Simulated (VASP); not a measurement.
Wanted: the native input for a VASP 6.6.1 run.

```
Task                   : single point
Functional             : PBE
Potentials or basis    : VASP PAW PBE potentials, release 64 (Al, N)
Cutoff                 : 520 eV
k mesh                 : 10 × 10 × 10
Occupations            : gaussian, width 0.05 eV
Spin                   : no spin polarisation
Dipole correction      : no
Further INCAR settings : ALGO = Normal; EDIFF = 1e-06; NBANDS = 11
```

The structure of AlN lies in POSCAR:

```
AlN
1.0
    0.0000000000      2.2012588983      2.2012588983
    2.2012588983      0.0000000000      2.2012588983
    2.2012588983      2.2012588983      0.0000000000
Al N
1 1
Direct
    0.0000000000      0.0000000000      0.0000000000
    0.7500000000      0.7500000000      0.7500000000
```

The input as run:

INCAR

```
PREC = Accurate
ENCUT = 520
EDIFF = 1E-6
ISMEAR = 0
SIGMA = 0.05
LREAL = F
LASPH = T
NELM = 100
ALGO = Normal
ISIF = 2
LWAVE = F
LCHARG = F
GGA = PE
NBANDS = 11
```

KPOINTS

```
regular mesh
0
Gamma
  10 10 10
```

Potentials or basis: VASP PAW PBE potentials, release 64 (Al, N).

Launch:

```console
$ cat potpaw_PBE.64/Al/POTCAR potpaw_PBE.64/N/POTCAR > POTCAR
$ mpirun -np 1 vasp_std > vasp.out
```

It gave:

| Item | Value |
| --- | --- |
| Pressure | -0.2 GPa |
| Band gap on the k mesh | 3.31 eV, indirect (least direct gap 3.99 eV) |

Run time: 13 s on 1 thread of AMD EPYC 7R13 (shared host), peak memory 0.11 GiB.
